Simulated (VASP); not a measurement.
Wanted: the native input for a VASP 6.6.1 run.

- Task: single point
- Functional: PBE
- Potentials or basis: VASP PAW PBE potentials, release 64 (Na_pv, Cl)
- Cutoff: 520 eV
- k mesh: 7 × 7 × 7
- Occupations: fermi-dirac, width 0.03 eV
- Spin: no spin polarisation
- Dipole correction: no
- Further INCAR settings: ALGO = Normal; EDIFF = 1e-06; NBANDS = 14

The structure of NaCl lies in POSCAR:

```
NaCl
1.0
    0.0000000000      2.8317500000      2.8317500000
    2.8317500000      0.0000000000      2.8317500000
    2.8317500000      2.8317500000      0.0000000000
Na Cl
1 1
Direct
    0.0000000000      0.0000000000      0.0000000000
    0.5000000000      0.5000000000      0.5000000000
```

The input as run:

INCAR

```
ALGO = Normal ; EDIFF = 1E-6
ENCUT = 520 ; GGA = PE
ISIF = 2 ; ISMEAR = -1
LASPH = True ; LCHARG = False
LREAL = False ; LWAVE = False
NBANDS = 14 ; NELM = 100
PREC = Accurate ; SIGMA = 0.03
```

KPOINTS

```
k-points
0
Gamma
  7 7 7
```

Potentials or basis: VASP PAW PBE potentials, release 64 (Na_pv, Cl).

Run with:

```bash
$ cat potpaw_PBE.64/Na_pv/POTCAR potpaw_PBE.64/Cl/POTCAR > POTCAR
$ mpirun -np 1 vasp_std > vasp.out
```

It gave:

```yaml
Pressure: 0.4 GPa
Band_gap_on_the_k_mesh: 5.06 eV, direct
```

Wall time 21 s on 1 thread of Intel Xeon 8259CL (shared host), peak memory 0.16 GiB.
